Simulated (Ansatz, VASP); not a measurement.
**ZnS: VASP beside Ansatz**

```
Zn S
1.0
     3.69285    0.00000    0.00000
    -1.84643    3.33136    0.00000
     0.00000    0.00000   12.59023
Zn S
4 4
Cartesian
  0.0000 0.0000 0.0006
  0.0000 0.0000 6.2957
  0.0000 2.2209 3.1479
  1.8464 1.1105 9.4430
  0.0000 0.0000 2.3580
  0.0000 0.0000 8.6531
  0.0000 2.2209 5.5099
  1.8464 1.1105 11.8050
```

Change from the starting cell: strain -0.0400 x Voigt [1, 0, 0, 0, 0, 0], atoms carried along.

Alike in both runs: task single point; functional PBE; k mesh 12 × 12 × 2; occupations gaussian, width 0.05 eV; no spin polarisation.

|  | VASP | Ansatz |
| --- | --- | --- |
| version | VASP 6.6.1 | Ansatz 0.2.0 |
| potentials or method | VASP PAW PBE potentials, release 64 (Zn, S), cutoff 520 eV | scalar-relativistic, plane waves, PAW |
| valence electrons in the cell | 72 | 72 |

Ansatz gave:

| Property | Result |
| --- | --- |
| gap on the k mesh at the Fermi level (eV) | 2.09 |
| least direct gap on the mesh (eV) | 2.09 |
| pressure (GPa) | 3.3 |
| traceless stress, the component that is largest in VASP (GPa) | 3.40 |
| rms of the force components (eV/Å) | 0.164 |

**Question.** Estimate VASP's values.

**Answer.** gap on the k mesh at the Fermi level (eV): 2.09; least direct gap on the mesh (eV): 2.09; pressure (GPa): 3.4; traceless stress, the component that is largest in VASP (GPa): 3.41; rms of the force components (eV/Å): 0.166.

Atom by atom the forces differ by 0.002 eV/Å (rms over components).
